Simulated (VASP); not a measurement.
# C in VASP: notebook, part 2 of 2

VASP 6.6.1.

### Step 4. Single point, LDA

Contents of INCAR:

```
PREC     = Accurate       # precision mode
ENCUT    = 600            # plane-wave cutoff, eV
EDIFF    = 1E-6           # SCF threshold, eV
ISMEAR   = 0              # smearing method
SIGMA    = 0.03           # smearing width, eV
LREAL    = F              # projectors in reciprocal space
LASPH    = T              # aspherical terms in the spheres
NELM     = 120            # most SCF steps
ALGO     = Normal         # electronic algorithm
ISIF     = 2              # what is computed and relaxed
LWAVE    = F              # write WAVECAR
LCHARG   = T              # write CHGCAR
GGA      = CA             # functional
LELF     = T              # ELF
LVHAR    = T            
NBANDS   = 26             # bands
GGA_COMPAT= F
```

Contents of KPOINTS:

```
Automatic mesh
0
Gamma
  15 15 3
```

Contents of POSCAR:

```
C
1.0
   -1.2226660053     -2.1164534110      0.0000000000
    1.2226660053     -2.1164534110      0.0000000000
    0.1358517784     -0.7054844703     13.4515291704
C
8
Direct
    0.3194075448      0.3055186559      0.1250000000
    0.7916297670      0.7499631004      0.3750000000
    0.2638519893      0.1944075448      0.6250000000
    0.7360742115      0.6388519893      0.8750000000
    0.6528146774      0.6389257885      0.1250000000
    0.1250368996      0.0833702330      0.3750000000
    0.5972591219      0.5278146774      0.6250000000
    0.0694813441     -0.0277408781      0.8750000000
```

Potentials or basis: VASP PAW LDA potentials, release 64 (C).

The run is started by

```console
$ cat potpaw_LDA.64/C/POTCAR > POTCAR
$ mpirun -np 1 vasp_std > vasp.out
```

OUTCAR:

```text
PREC = Accurate
   ENCUT = 600
   EDIFF = 1E-6
   ISMEAR = 0
   LREAL = F
   LASPH = T
   NELM = 120
   ISIF = 2
   GGA = CA

 ion  position               nearest neighbor table
   1  0.319  0.306  0.125-   5 1.41   5 1.41   5 1.41
   2  0.792  0.750  0.375-   6 1.41   6 1.41   6 1.41
   3  0.264  0.194  0.625-   7 1.41   7 1.41   7 1.41
   4  0.736  0.639  0.875-   8 1.41   8 1.41   8 1.41
   5  0.653  0.639  0.125-   1 1.41   1 1.41   1 1.41
   6  0.125  0.083  0.375-   2 1.41   2 1.41   2 1.41
   7  0.597  0.528  0.625-   3 1.41   3 1.41   3 1.41
   8  0.069  0.972  0.875-   4 1.41   4 1.41   4 1.41

[... 913 lines left out ...]
  Total        0.3444485      0.3942942     -0.2330839      0.0066493     -0.0259016     -0.0213175
  in kB        7.9271422      9.0742913     -5.3641967      0.1530266     -0.5960990     -0.4906009
  external PRESSURE =       3.8790789 kB  Pullay stress =       0.0000000 kB

 VOLUME and BASIS-vectors are now :
 -----------------------------------------------------------------------------
  energy-cutoff  :      600.00
  volume of cell :       69.62
      direct lattice vectors                 reciprocal lattice vectors
    -1.222666005 -2.116453411  0.000000000    -0.408942424 -0.236244274 -0.008260110
     1.222666005 -2.116453411  0.000000000     0.408942424 -0.236244274 -0.016520220
     0.135851778 -0.705484470 13.451529170     0.000000000  0.000000000  0.074340990

 POSITION                                       TOTAL-FORCE (eV/Angst)
 -----------------------------------------------------------------------------------
     -0.00000     -1.41081      1.68144        -0.001814     -0.005280      0.007554
      0.00000     -3.52727      5.04432         0.000176     -0.002269      0.002591
     -0.00000     -1.41081      8.40721         0.000330     -0.002108      0.004067
      0.00000     -3.52727     11.77009         0.002375     -0.004405      0.016465
     -0.00000     -2.82209      1.68144        -0.002375      0.004405     -0.016465
      0.00000     -0.70564      5.04432        -0.000330      0.002108     -0.004067
     -0.00000     -2.82209      8.40721        -0.000176      0.002269     -0.002591
      1.22267     -2.82209     11.77009         0.001814      0.005280     -0.007554
 -----------------------------------------------------------------------------------
    total drift:                                0.000038      0.000022     -0.000004

  FREE ENERGIE OF THE ION-ELECTRON SYSTEM (eV)
  ---------------------------------------------------
  free  energy   TOTEN  =       -80.9089151132 eV

  energy  without entropy=      -80.9089086894  energy(sigma->0) =      -80.90891190
```

OSZICAR:

```text
N       E                     dE             d eps       ncg     rms          rms(c)
DAV:   1     0.105990150158E+03    0.10599E+03   -0.17525E+04 17576   0.128E+03
DAV:   2    -0.780002245215E+02   -0.18399E+03   -0.17206E+03 23146   0.253E+02
DAV:   3    -0.866023421978E+02   -0.86021E+01   -0.85267E+01 23052   0.513E+01
DAV:   4    -0.867169306618E+02   -0.11459E+00   -0.11444E+00 22552   0.703E+00
DAV:   5    -0.867196587612E+02   -0.27281E-02   -0.27271E-02 22218   0.103E+00    0.133E+01
DAV:   6    -0.822768422300E+02    0.44428E+01   -0.41687E+00 19952   0.967E+00    0.755E+00
DAV:   7    -0.809127205543E+02    0.13641E+01   -0.46620E+00 20914   0.103E+01    0.200E+00
DAV:   8    -0.809117508414E+02    0.96971E-03   -0.19828E-01 20276   0.215E+00    0.408E-01
DAV:   9    -0.809089983337E+02    0.27525E-02   -0.63975E-03 23214   0.422E-01    0.135E-01
DAV:  10    -0.809089196110E+02    0.78723E-04   -0.72233E-04 22290   0.138E-01    0.794E-02
DAV:  11    -0.809089150410E+02    0.45700E-05   -0.18838E-05 23080   0.239E-02    0.970E-03
DAV:  12    -0.809089151132E+02   -0.72232E-07   -0.32714E-07 16480   0.324E-03
   1 F= -.80908915E+02 E0= -.80908912E+02  d E =-.642380E-05
```

stdout:

```text
POSCAR found type information on POSCAR C
 POSCAR found :  1 types and       8 ions
 scaLAPACK will be used
 LDA part: xc-table for (Slater(with rela. corr.)+CA(PZ))
 , standard interpolation
 POSCAR, INCAR and KPOINTS ok, starting setup
 FFT: planning ... GRIDC
 FFT: planning ... GRID_SOFT
 FFT: planning ... GRID
 WAVECAR not read
 entering main loop
```

Wall time 6.7 min (1 thread of Intel Xeon Platinum 8488C (Sapphire Rapids), shared host); peak memory 0.54 GiB.

What came out:

| Item | Value |
| --- | --- |
| Free energy | -80.9089 eV |
| Pressure | 0.4 GPa |
| Largest force | 0.017 eV/Å |

Forces on the atoms (eV/Å):
```
C   -0.002 -0.005  0.008
C    0.000 -0.002  0.003
C    0.000 -0.002  0.004
C    0.002 -0.004  0.016
C   -0.002  0.004 -0.016
C    0.000  0.002 -0.004
C    0.000  0.002 -0.003
C    0.002  0.005 -0.008
```

Stress tensor (GPa, compression positive):
```
 0.79  0.02 -0.05
 0.02  0.91 -0.06
-0.05 -0.06 -0.54
```

### Step 5. Single point, LDA

Contents of INCAR:

```
PREC = Accurate ; ENCUT = 520
EDIFF = 1E-6 ; ISMEAR = 0
SIGMA = 0.03 ; LREAL = F
LASPH = T ; NELM = 80
ALGO = Normal ; ISIF = 2
LWAVE = F ; LCHARG = T
GGA = CA ; LELF = T
LVHAR = T ; ISYM = 0
NBANDS = 26
```

Contents of KPOINTS:

```
regular mesh
0
Gamma
  15 15 3
```

Contents of POSCAR:

```
C
1.0
   -1.2226660053     -2.1164534110      0.0000000000
    1.2226660053     -2.1164534110      0.0000000000
    0.4075553351     -2.1164534110     13.4515291704
C
8
Direct
    0.2916297670      0.2499631004      0.1250000000
    0.7082964337      0.5832964337      0.3750000000
    0.1249631004     -0.0833702330      0.6250000000
    0.5416297670      0.2499631004      0.8750000000
    0.6250368996      0.5833702330      0.1250000000
    0.0417035663     -0.0832964337      0.3750000000
    0.4583702330      0.2500368996      0.6250000000
   -0.1249631004     -0.4166297670      0.8750000000
```

The run is started by

```console
$ cat potpaw_LDA.64/C/POTCAR > POTCAR
$ mpirun -np 1 vasp_std > vasp.out
```

It took 7.2 min on 1 thread of Intel Xeon Platinum 8488C (Sapphire Rapids), shared host; peak memory 0.45 GiB.

The run converged. Its results:

```yaml
Free_energy: -80.8648 eV
Pressure: 1.0 GPa
Largest_force: 0.029 eV/Å
```

Forces in eV/Å, atoms in the order of the input:
```
C    0.011 -0.005  0.026
C    0.000 -0.002  0.001
C    0.000 -0.002 -0.001
C   -0.011 -0.005 -0.026
C    0.011  0.005  0.026
C    0.000  0.002  0.001
C    0.000  0.002 -0.001
C   -0.011  0.005 -0.026
```

Stress tensor (GPa, compression positive):
```
1.29 0.00 0.19
0.00 1.40 0.00
0.19 0.00 0.24
```

### Step 6. Overview

| cell | cutoff (eV) | pressure (GPa) | largest force (eV/Å) |
| --- | --- | --- | --- |
| a = 2.444, b = 2.444, c = 13.650 Å, angles 80.3, 84.3, 60.0°, 8 atoms | 520 | 0.9 | 0.01 |
| a = 2.444, b = 2.444, c = 13.471 Å, angles 87.1, 87.7, 60.0°, 8 atoms | 520 | 0.9 | 0.02 |
| a = 2.444, b = 2.444, c = 13.471 Å, angles 87.1, 87.7, 60.0°, 8 atoms | 600 | 0.4 | 0.02 |
| a = 2.444, b = 2.444, c = 13.623 Å, angles 81.4, 83.1, 60.0°, 8 atoms | 520 | 1.0 | 0.03 |

Alike in all rows: task single point; level LDA; potentials or basis VASP PAW LDA potentials, release 64 (C); no spin polarisation; k mesh 15 × 15 × 3; smearing gaussian 0.03 eV.

Absolute energies hang on the potentials; compare differences alone.
